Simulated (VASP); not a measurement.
# Si3H2C4: single point with PBEsol

Si3H2C4, a slab with vacuum:

```
CELL_PARAMETERS angstrom
6.16124 0.00000 0.00000
0.00000 3.08062 0.00000
0.00000 0.00000 20.03739
ATOMIC_POSITIONS crystal
C 0.50000 0.50000 0.23219
C 0.00000 0.50000 0.23219
C 0.75000 0.00000 0.34090
C 0.25000 0.00000 0.34090
C 0.99689 0.50000 0.45571
C 0.50265 0.50000 0.43586
C 0.38844 0.00000 0.53222
C 0.61147 0.00000 0.53951
Si 0.25000 0.50000 0.28654
Si 0.75000 0.50000 0.28654
Si 0.50071 0.00000 0.38874
Si 0.99830 0.00000 0.39719
Si 0.72205 0.50000 0.50152
Si 0.27253 0.50000 0.49770
H 0.50000 0.22490 0.19836
H 0.50000 0.77510 0.19836
H 0.00000 0.77473 0.19824
H 0.00000 0.22527 0.19824
```

```
Program             : VASP 6.6.1
Task                : single point
Functional          : PBEsol
Potentials or basis : VASP PAW PBE potentials, release 64 (C, Si, H)
Cutoff              : 520 eV
k mesh              : 4 × 8 × 1
Occupations         : gaussian, width 0.05 eV
Spin                : no spin polarisation
```

```yaml
Largest_force: 1.791 eV/Å
Band_gap_on_the_k_mesh: 0.15 eV, indirect (least direct gap 1.03 eV)
```

Forces in eV/Å, atoms in the order of the input:
```
C    0.001  0.000  0.742
C    0.000  0.000  0.509
C    1.277  0.000 -1.020
C   -1.279  0.000 -0.743
C   -0.003  0.000  0.027
C   -0.004  0.000 -0.014
C   -0.068  0.000  1.790
C    0.072  0.000  0.126
Si  -0.534  0.000 -0.655
Si   0.533  0.000 -0.666
Si   0.001  0.000 -0.005
Si  -0.003  0.000  0.001
Si   0.022  0.000  0.000
Si  -0.016  0.000  0.006
H   -0.001 -0.027 -0.021
H   -0.001  0.027 -0.021
H    0.001  0.029 -0.028
H    0.001 -0.029 -0.028
```

Levels at points of the mesh, in eV from the valence-band top:
```tsv
k point	band 28	band 29	band 30	band 31	band 32	band 33
(0.00, 0.00, 0.00)	-1.30	-1.22	-0.25	1.00	1.49	2.89
(0.50, 0.00, 0.00)	-1.42	-1.19	0.00	1.03	2.49	3.07
(0.00, 0.50, 0.00)	-2.05	-1.90	-1.47	0.15	1.72	3.09
(0.50, 0.50, 0.00)	-2.62	-2.35	-1.82	0.81	2.53	2.91
```

Run time: 8 min on 1 thread of Intel Xeon 6975P-C, with other jobs on the host, peak memory 0.51 GiB.

Caveat: the PAW data sets were made with another functional, which shifts forces and pressure a little.
